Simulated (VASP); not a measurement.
# SnO in VASP: single point with PBE+D3(BJ)

Aim: the single point of SnO with PBE+D3(BJ).

Program: VASP 6.6.1. These are calculated values, not measurements. Logs are shortened: lines on timing, memory, paths and dates and some standing lists are left out, and cuts for length are marked.

## (1) The cell of the first run

The cell holds a slab with vacuum, 8 atoms: a = 3.820 Å, b = 3.820 Å, c = 22.226 Å, α = 90.00°, β = 90.00°, γ = 90.00°.

## (2) Single point, PBE+D3(BJ) (layers slid over each other, then relaxed in part)

File INCAR:

```
PREC = Accurate
ENCUT = 520
EDIFF = 1E-6
ISMEAR = 0
SIGMA = 0.05
LREAL = F
LASPH = T
NELM = 100
ALGO = Normal
ISIF = 2
LWAVE = F
LCHARG = T
LDIPOL = T
IDIPOL = 3
DIPOL = 0.5 0.5 0.403
GGA = PE
IVDW = 12
LELF = T
LVHAR = T
LVACPOTAV = T
NBANDS = 50
```

File KPOINTS:

```
regular mesh
0
Gamma
  7 7 1
```

File POSCAR:

```
SnO
1.0
    3.8201630995      0.0000000000      0.0000000000
    0.0000000000      3.8201630995      0.0000000000
    0.0000000000      0.0000000000     22.2260821294
Sn O
4 4
Direct
    0.7500000000      0.2500000000      0.2024648327
    0.2500000000      0.7500000000      0.3087028398
    0.2500000000      1.0000000000      0.4973313722
    0.7500000000      0.5000000000      0.6035711556
    0.2500000000      0.2500000000      0.2555880970
    0.7500000000      0.7500000000      0.2555911842
    0.7500000000      1.0000000000      0.5504444993
    0.2500000000      0.5000000000      0.5504475809
```

Potentials or basis: VASP PAW PBE potentials, release 64 (Sn_d, O).

Run with:

```console
$ cat potpaw_PBE.64/Sn_d/POTCAR potpaw_PBE.64/O/POTCAR > POTCAR
$ mpirun -np 1 vasp_std > vasp.out
```

OUTCAR:

```text
PREC = Accurate
   ENCUT = 520
   EDIFF = 1E-6
   ISMEAR = 0
   LREAL = F
   LASPH = T
   NELM = 100
   ISIF = 2
   GGA = PE
   IVDW = 12
 IVDW          = 12

 ion  position               nearest neighbor table
   1  0.750  0.250  0.202-   5 2.25   5 2.25   6 2.25   6 2.25   2 3.59   2 3.59   2 3.59   2 3.59

   2  0.250  0.750  0.309-   6 2.25   6 2.25   5 2.25   5 2.25   1 3.59   1 3.59   1 3.59   1 3.59

   3  0.250  0.000  0.497-   7 2.25   7 2.25   8 2.25   8 2.25   4 3.59   4 3.59   4 3.59   4 3.59

   4  0.750  0.500  0.604-   8 2.25   8 2.25   7 2.25   7 2.25   3 3.59   3 3.59   3 3.59   3 3.59

   5  0.250  0.250  0.256-   2 2.25   2 2.25   1 2.25   1 2.25
   6  0.750  0.750  0.256-   2 2.25   2 2.25   1 2.25   1 2.25
   7  0.750  0.000  0.550-   3 2.25   3 2.25   4 2.25   4 2.25
   8  0.250  0.500  0.550-   3 2.25   3 2.25   4 2.25   4 2.25

  LATTYP: Found a simple tetragonal cell.
 ALAT       =     3.8201630995
 C/A-ratio  =     5.8180976965

  Lattice vectors:

 A1 = (   3.8201630995,   0.0000000000,   0.0000000000)
 A2 = (   0.0000000000,   3.8201630995,   0.0000000000)
 A3 = (   0.0000000000,   0.0000000000,  22.2260821294)

Analysis of symmetry for initial positions (statically):
=====================================================================
 Subroutine PRICEL returns:
 Original cell was already a primitive cell.

 Routine SETGRP: Setting up the symmetry group for a
 simple tetragonal supercell.

 Subroutine GETGRP returns: Found  4 space group operations
 (whereof  1 operations were pure point group operations)
 out of a pool of 16 trial point group operations.

The static configuration has the point symmetry C_1 .
 The point group associated with its full space group is C_2h.

Analysis of symmetry for dynamics (positions and initial velocities):
=====================================================================
 Subroutine PRICEL returns:
 Original cell was already a primitive cell.

 Routine SETGRP: Setting up the symmetry group for a
 simple tetragonal supercell.

 Subroutine GETGRP returns: Found  4 space group operations
 (whereof  1 operations were pure point group operations)
 out of a pool of 16 trial point group operations.

The dynamic configuration has the point symmetry C_1 .
 The point group associated with its full space group is C_2h.

 Subroutine INISYM returns: Found  4 space group operations
 (whereof  1 operations are pure point group operations),
[... 107 lines left out ...]
   POTIM  = 0.5000    time-step for ionic-motion
   TEBEG  =    0.0;   TEEND  =   0.0 temperature during run
   PSTRESS=    0.0 pullay stress
   NELECT =      80.0000    total number of electrons
   NUPDOWN=      -1.0000    fix difference up-down
   EMIN   =  10.00;   EMAX   =-10.00  energy-range for DOS
   EFERMI =   0.00;   METHOD = LEGACY
   ISMEAR =     0;   SIGMA  =   0.05  broadening in eV -4-tet -1-fermi 0-gaus
   EFERMI_NEDOS =   21; number of points for ismear=-14 and -15
   IALGO  =     38    algorithm
   IMIX   =      4    mixing-type and parameters
     AMIX     =   0.40;   BMIX     =  1.00
     AMIX_MAG =   1.60;   BMIX_MAG =  1.00
  volume/ion in A,a.u.               =      40.54       273.61
  Fermi-wavevector in a.u.,A,eV,Ry     =   1.026666  1.940118 14.341131  1.054043
  Thomas-Fermi vector in A             =   2.160571
   LORBIT       =      0    0 simple, 1 ext, 2 COOP (PROOUT), +10 PAW based schemes
   GGA     = PE    functional components
   LHFCALC =     F    Hartree Fock is set to
   AEXX    =    0.0000 exact exchange contribution
   IVDW    =    12    specifies the selected vdW correction
   LEPSILON=     F    determine dielectric tensor
   LRPA    =     F    only Hartree local field effects (RPA)
 non-spin polarized calculation
 Gauss-broadening in eV      SIGMA  =   0.05
  energy-cutoff  :      520.00
  volume of cell :      324.36
 maximum number of plane-waves:      8769
   NGX = 15   NGY = 15   NGZ = 83

 dipolmoment           0.000000      0.000000     -0.000027 electrons x Angstroem

 number of electron      79.9999971 magnetization

 dipolmoment           0.000000      0.000000      0.000333 electrons x Angstroem

 Free energy of the ion-electron system (eV)
  ---------------------------------------------------
  ext. energy  EPLUGINS =         0.00000000
  ---------------------------------------------------
  free energy    TOTEN  =       -45.14377192 eV

  energy without entropy =      -45.14377192  energy(sigma->0) =      -45.14377192

 E-fermi :   0.0645     XC(G=0):  -5.3125

 val. band max:       -0.1839082928   @ k =   0.1429   0.1429   0.0000
 cond. band min:       2.2492269865   @ k =   0.4286   0.0000   0.0000
 fundamental gap:      2.4331352792
 Fermi energy:         0.0644638569

 k-point     1 :       0.0000    0.0000    0.0000
  band No.  band energies     occupation
      1     -21.0499      2.00000
      2     -21.0470      2.00000
      3     -20.6877      2.00000
      4     -20.6848      2.00000
      5     -20.6506      2.00000
      6     -20.6503      2.00000
[... 837 lines left out ...]
     49       6.1004      0.00000
     50       6.2033      0.00000

------------------------ aborting loop because EDIFF is reached ----------------------------------------

 Edisp (eV)   -1.23803

 E8    (eV) :    -0.5472

  FORCE on cell =-STRESS in cart. coord.  units (eV):
  Direction    XX          YY          ZZ          XY          YZ          ZX
  --------------------------------------------------------------------------------------
  -------------------------------------------------------------------------------------
  Total       0.25675     0.30200     0.29878     0.00000     0.26846     0.00000
  in kB       1.26821     1.49173     1.47581     0.00000     1.32604     0.00000
  external pressure =        1.41 kB  Pullay stress =        0.00 kB

 VOLUME and BASIS-vectors are now :
 -----------------------------------------------------------------------------
  energy-cutoff  :      520.00
  volume of cell :      324.36
      direct lattice vectors                 reciprocal lattice vectors
     3.820163100  0.000000000  0.000000000     0.261768928  0.000000000  0.000000000
     0.000000000  3.820163100  0.000000000     0.000000000  0.261768928  0.000000000
     0.000000000  0.000000000 22.226082129     0.000000000  0.000000000  0.044992185

 POSITION                                       TOTAL-FORCE (eV/Angst)
 -----------------------------------------------------------------------------------
      2.86512      0.95504      4.50000         0.000000     -0.005003     -0.097685
      0.95504      2.86512      6.86125         0.000000     -0.029643      0.097482
      0.95504      0.00000     11.05373         0.000000      0.029643     -0.097482
      2.86512      1.91008     13.41502         0.000000      0.005003      0.097685
      0.95504      0.95504      5.68072         0.000000     -0.025162      0.000564
      2.86512      2.86512      5.68079         0.000000      0.009949      0.000593
      2.86512      0.00000     12.23422         0.000000     -0.009949     -0.000593
      0.95504      1.91008     12.23429         0.000000      0.025162     -0.000564
 -----------------------------------------------------------------------------------
    total drift:                                0.000000     -0.000065      0.069857

  FREE ENERGIE OF THE ION-ELECTRON SYSTEM (eV)
  ---------------------------------------------------
  free  energy   TOTEN  =       -46.3818064457 eV

  energy  without entropy=      -46.3818064457  energy(sigma->0) =      -46.38180645

 vacuum level on the upper side and lower side of the slab         4.940         4.936
```

stdout:

```text
POSCAR found type information on POSCAR SnO
 POSCAR found :  2 types and       8 ions
 scaLAPACK will be used
 LDA part: xc-table for (Slater+PW92), standard interpolation
 POSCAR, INCAR and KPOINTS ok, starting setup
 FFT: planning ... GRIDC
 FFT: planning ... GRID_SOFT
 FFT: planning ... GRID
 WAVECAR not read
 entering main loop
 -----------------------------------------------------------------------------
|                                                                             |
|           W    W    AA    RRRRR   N    N  II  N    N   GGGG   !!!           |
|           W    W   A  A   R    R  NN   N  II  NN   N  G    G  !!!           |
|           W    W  A    A  R    R  N N  N  II  N N  N  G       !!!           |
|           W WW W  AAAAAA  RRRRR   N  N N  II  N  N N  G  GGG   !            |
|           WW  WW  A    A  R   R   N   NN  II  N   NN  G    G                |
|           W    W  A    A  R    R  N    N  II  N    N   GGGG   !!!           |
|                                                                             |
|     Did not find any points to average over, which means that no vacuum     |
|     field-free region was found. Please increase the size of  your cell     |
|     in the dimension of the dipole correction to obtain accurate            |
|     workfunction values.                                                    |
|                                                                             |
 -----------------------------------------------------------------------------
```

Run time: 13 min. Hardware: 1 thread of Intel Xeon Platinum 8375C at 2.90GHz (Ice Lake), shared host; peak memory 0.45 GiB.

Results:

```
Free energy                : -46.3818 eV
Largest force              : 0.102 eV/Å
Band gap on the k mesh     : 2.43 eV (least direct gap 2.55 eV)
Dispersion energy per atom : -0.155 eV
```

Forces in eV/Å, atoms in the order of the input:
```
Sn   0.000 -0.005 -0.098
Sn   0.000 -0.030  0.097
Sn   0.000  0.030 -0.097
Sn   0.000  0.005  0.098
O    0.000 -0.025  0.001
O    0.000  0.010  0.001
O    0.000 -0.010 -0.001
O    0.000  0.025 -0.001
```

Caveat: the cell differs from its parent crystal (layers slid over each other, then relaxed in part); spin-orbit coupling is left out, which moves the levels of the heavy elements.
